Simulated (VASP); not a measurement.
# Ti3C2 (P6_3/mmc) in VASP: a series of runs, part 3 of 4

VASP 6.6.1. Earlier steps stand in the parts before.

## (5) Single point, r2SCAN

This run uses another cell than the first one, of 11.39 Å³/atom.

File POSCAR:

```
Ti3C2
1.0
    2.9879342894      0.0000000000      0.0000000000
   -1.4939671447      2.5876333296      0.0000000000
    0.0000000000      0.0000000000     14.7293585218
Ti C
6 4
Direct
    0.3333333333      0.6666666667      0.8438800000
    0.6666666667      0.3333333333      0.3438800000
    0.6666666667      0.3333333333      0.1561200000
    0.3333333333      0.6666666667      0.6561200000
    0.0000000000      0.0000000000      0.0000000000
    0.0000000000      0.0000000000      0.5000000000
    0.6666666667      0.3333333333      0.9141000000
    0.3333333333      0.6666666667      0.4141000000
    0.6666666667      0.3333333333      0.5859000000
    0.3333333333      0.6666666667      0.0859000000
```

File INCAR.step1:

```
PREC     = Accurate       # precision mode
ENCUT    = 520            # plane-wave cutoff, eV
ISMEAR   = -1             # smearing method
SIGMA    = 0.1            # smearing width, eV
LREAL    = False          # projectors in reciprocal space
LASPH    = True           # aspherical terms in the spheres
NELM     = 80             # most SCF steps
NBANDS   = 55             # bands
GGA      = PE             # functional
ALGO     = Normal         # electronic algorithm
EDIFF    = 1E-4           # SCF threshold, eV
LWAVE    = True           # write WAVECAR
LCHARG   = False          # write CHGCAR
```

File INCAR.step2:

```
PREC     = Accurate       # precision mode
ENCUT    = 520            # plane-wave cutoff, eV
EDIFF    = 1E-6           # SCF threshold, eV
ISMEAR   = -1             # smearing method
SIGMA    = 0.1            # smearing width, eV
LREAL    = False          # projectors in reciprocal space
LASPH    = True           # aspherical terms in the spheres
NELM     = 80             # most SCF steps
ALGO     = Normal         # electronic algorithm
ISIF     = 2              # what is computed and relaxed
LWAVE    = False          # write WAVECAR
LCHARG   = False          # write CHGCAR
METAGGA  = R2SCAN         # meta-GGA
LMIXTAU  = True         
NBANDS   = 55             # bands
ISTART   = 1
```

File KPOINTS:

```
Automatic mesh
0
Gamma
  10 10 2
```

Potentials or basis: VASP PAW PBE potentials, release 64 (Ti_sv, C).

On the command line:

```
$ cat potpaw_PBE.64/Ti_sv/POTCAR potpaw_PBE.64/C/POTCAR > POTCAR
$ cp INCAR.step1 INCAR
$ mpirun -np 1 vasp_std > vasp.out
$ cp INCAR.step2 INCAR
$ mpirun -np 1 vasp_std > vasp.out
```

OUTCAR:

```text
PREC = Accurate
   ENCUT = 520
   EDIFF = 1E-6
   ISMEAR = -1
   LREAL = False
   LASPH = True
   NELM = 80
   ISIF = 2
   METAGGA = R2SCAN
   ISTART = 1

 ion  position               nearest neighbor table
   1  0.333  0.667  0.844-   7 2.01   7 2.01   7 2.01   4 2.77   5 2.87   5 2.87   5 2.87
   2  0.667  0.333  0.344-   8 2.01   8 2.01   8 2.01   3 2.77   6 2.87   6 2.87   6 2.87
   3  0.667  0.333  0.156-  10 2.01  10 2.01  10 2.01   2 2.77   5 2.87   5 2.87   5 2.87
   4  0.333  0.667  0.656-   9 2.01   9 2.01   9 2.01   1 2.77   6 2.87   6 2.87   6 2.87
   5  0.000  0.000  0.000-   7 2.14  10 2.14   7 2.14  10 2.14   7 2.14  10 2.14   1 2.87   3 2.87
                             1 2.87   3 2.87   3 2.87   1 2.87
   6  0.000  0.000  0.500-   8 2.14   9 2.14   9 2.14   8 2.14   9 2.14   8 2.14   2 2.87   4 2.87
                             4 2.87   2 2.87   2 2.87   4 2.87
   7  0.667  0.333  0.914-   1 2.01   1 2.01   1 2.01   5 2.14   5 2.14   5 2.14
   8  0.333  0.667  0.414-   2 2.01   2 2.01   2 2.01   6 2.14   6 2.14   6 2.14
   9  0.667  0.333  0.586-   4 2.01   4 2.01   4 2.01   6 2.14   6 2.14   6 2.14
  10  0.333  0.667  0.086-   3 2.01   3 2.01   3 2.01   5 2.14   5 2.14   5 2.14

  LATTYP: Found a hexagonal cell.
[... 1597 lines left out ...]
     54      12.7914      0.00000
     55      12.9954      0.00000

 [... further k-points ...]

------------------------ aborting loop because EDIFF is reached ----------------------------------------

  FORCE on cell =-STRESS in cart. coord.  units (eV):
  Direction    XX          YY          ZZ          XY          YZ          ZX
  --------------------------------------------------------------------------------------
  -------------------------------------------------------------------------------------
  Total       13.7892794     13.7893469     12.9483813     -0.0000000      0.0000000      0.0000000
  in kB      193.9967891    193.9977383    182.1664733     -0.0000000      0.0000000      0.0000000
  external PRESSURE =     190.0536669 kB  Pullay stress =       0.0000000 kB

 VOLUME and BASIS-vectors are now :
 -----------------------------------------------------------------------------
  energy-cutoff  :      520.00
  volume of cell :      113.88
      direct lattice vectors                 reciprocal lattice vectors
     2.987934289  0.000000000  0.000000000     0.334679382  0.193226758  0.000000000
    -1.493967145  2.587633330  0.000000000     0.000000000  0.386453517  0.000000000
     0.000000000  0.000000000 14.729358522     0.000000000  0.000000000  0.067891619

 POSITION                                       TOTAL-FORCE (eV/Angst)
 -----------------------------------------------------------------------------------
     -0.00000      1.72509     12.42981        -0.000000     -0.000000     -1.142394
      1.49397      0.86254      5.06513         0.000000      0.000000     -1.142394
      1.49397      0.86254      2.29955         0.000000      0.000000      1.142394
     -0.00000      1.72509      9.66423        -0.000000     -0.000000      1.142394
      0.00000      0.00000      0.00000        -0.000000     -0.000000     -0.000000
      0.00000      0.00000      7.36468        -0.000000     -0.000000     -0.000000
      1.49397      0.86254     13.46411        -0.000000      0.000000      0.193418
     -0.00000      1.72509      6.09943         0.000000      0.000000      0.193418
      1.49397      0.86254      8.62993        -0.000000     -0.000000     -0.193418
     -0.00000      1.72509      1.26525         0.000000     -0.000000     -0.193418
 -----------------------------------------------------------------------------------
    total drift:                               -0.000000      0.000000     -0.000000

  FREE ENERGIE OF THE ION-ELECTRON SYSTEM (eV)
  ---------------------------------------------------
  free  energy   TOTEN  =      -125.1646766524 eV

  energy  without entropy=     -125.0820917352  energy(sigma->0) =     -125.12338419
```

OUTCAR.step1:

```text
PREC = Accurate
   ENCUT = 520
   ISMEAR = -1
   LREAL = False
   LASPH = True
   NELM = 80
[... 1648 lines left out ...]
     -0.00000      1.72509      6.09943         0.000000     -0.000000      0.209988
      1.49397      0.86254      8.62993        -0.000000      0.000000     -0.209988
     -0.00000      1.72509      1.26525         0.000000      0.000000     -0.209988
 -----------------------------------------------------------------------------------
    total drift:                               -0.000000      0.000000     -0.000000

  FREE ENERGIE OF THE ION-ELECTRON SYSTEM (eV)
  ---------------------------------------------------
  free  energy   TOTEN  =       -90.3831414847 eV

  energy  without entropy=      -90.2894069565  energy(sigma->0) =      -90.33627422
```

It took 12 min on 1 thread of Oxide Virtual Turin-like, shared host; peak memory 0.3 GiB.

Results:

```yaml
Free_energy: -125.1647 eV
Pressure: 19.0 GPa
Largest_force: 1.142 eV/Å
Band_gap_on_the_k_mesh: zero (bands 44 and 45 overlap by 0.71 eV)
```

Forces in eV/Å, atoms in the order of the input:
```
Ti   0.000  0.000 -1.142
Ti   0.000  0.000 -1.142
Ti   0.000  0.000  1.142
Ti   0.000  0.000  1.142
Ti   0.000  0.000  0.000
Ti   0.000  0.000  0.000
C    0.000  0.000  0.193
C    0.000  0.000  0.193
C    0.000  0.000 -0.193
C    0.000  0.000 -0.193
```

Levels at points of the mesh, in eV from the Fermi level:
```tsv
k point	band 41	band 42	band 43	band 44	band 45	band 46	band 47	band 48
(0.00, 0.00, 0.00)	-2.12	-1.90	0.34	0.50	0.50	0.65	0.65	0.66
(0.50, 0.00, 0.00)	-2.16	-1.87	-1.42	-1.39	0.51	0.81	2.11	2.31
(0.00, 0.00, 0.50)	-2.07	-2.07	0.50	0.50	0.57	0.57	0.57	0.57
(0.50, 0.00, 0.50)	-2.02	-2.02	-1.40	-1.40	0.65	0.65	2.25	2.25
```

Caveat: the cell stands under pressure; the PAW data sets were made with another functional, which shifts forces and pressure a little.

(Part 3 of 4 ends here.)
